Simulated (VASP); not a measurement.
Input of a VASP 6.6.1 run:

POSCAR

```
MnS
1.0
    0.0000000000      2.4734634191      2.4734634191
    2.4734634191      0.0000000000      2.4734634191
    2.4734634191      2.4734634191      0.0000000000
Mn S
1 1
Direct
    0.0000000000      0.0000000000      0.0000000000
    0.7500000000      0.7500000000      0.7500000000
```

The input INCAR.step1:

```
SYSTEM = MnS
PREC = Accurate
ENCUT = 520
EDIFF = 1E-6
ISMEAR = -1
SIGMA = 0.05
LREAL = .FALSE.
LASPH = .TRUE.
NELM = 150
ALGO = Normal
ISIF = 2
LWAVE = .FALSE.
LCHARG = .TRUE.
ISPIN = 2
MAGMOM = 4 0
LMAXMIX = 4
LDAU = .TRUE.
LDAUTYPE = 2
LDAUL = 2 -1
LDAUU = 6 0
LDAUJ = 0 0
LDAUPRINT = 1
GGA = PS
NBANDS = 20
```

KPOINTS.step1

```
Automatic mesh
0
G
  9 9 9
  0 0 0
```

Contents of INCAR.step2:

```
SYSTEM = MnS
PREC = Accurate
ENCUT = 520
EDIFF = 1E-6
ISMEAR = -5
SIGMA = 0.05
LREAL = .FALSE.
LASPH = .TRUE.
NELM = 150
ALGO = Normal
ISIF = 2
LWAVE = .FALSE.
LCHARG = .FALSE.
ISPIN = 2
MAGMOM = 4 0
LORBIT = 11
LMAXMIX = 4
LDAU = .TRUE.
LDAUTYPE = 2
LDAUL = 2 -1
LDAUU = 6 0
LDAUJ = 0 0
LDAUPRINT = 1
GGA = PS
NBANDS = 20
NEDOS = 1001
ICHARG = 11
```

KPOINTS.step2

```
Automatic mesh
0
G
  14 14 14
  0 0 0
```

Potentials or basis: VASP PAW PBE potentials, release 64 (Mn_pv, S).

Launch:

```console
$ cat potpaw_PBE.64/Mn_pv/POTCAR potpaw_PBE.64/S/POTCAR > POTCAR
$ cp INCAR.step1 INCAR
$ cp KPOINTS.step1 KPOINTS
$ mpirun -np 1 vasp_std > vasp.out
$ cp INCAR.step2 INCAR
$ cp KPOINTS.step2 KPOINTS
$ mpirun -np 1 vasp_std > vasp.out
```

**Question.** What does it give for the site moments?

**Answer.** Mn +4.39; S +0.02 μB.

**Question.** Estimate the net moment.

**Answer.** 4.71 μB per cell.

Eigenvalues of the final occupation matrices:
| site | spin | trace | eigenvalues |
| --- | --- | --- | --- |
| site 1 d | 1 | 4.67 | 0.93 0.93 0.93 0.93 0.93 |
| site 1 d | 2 | 0.44 | 0.03 0.03 0.12 0.12 0.12 |

Caveat: a cell with one magnetic atom can't hold antiferromagnetic order, which such compounds often take. The state reached can hang on the start; a lower one may exist.
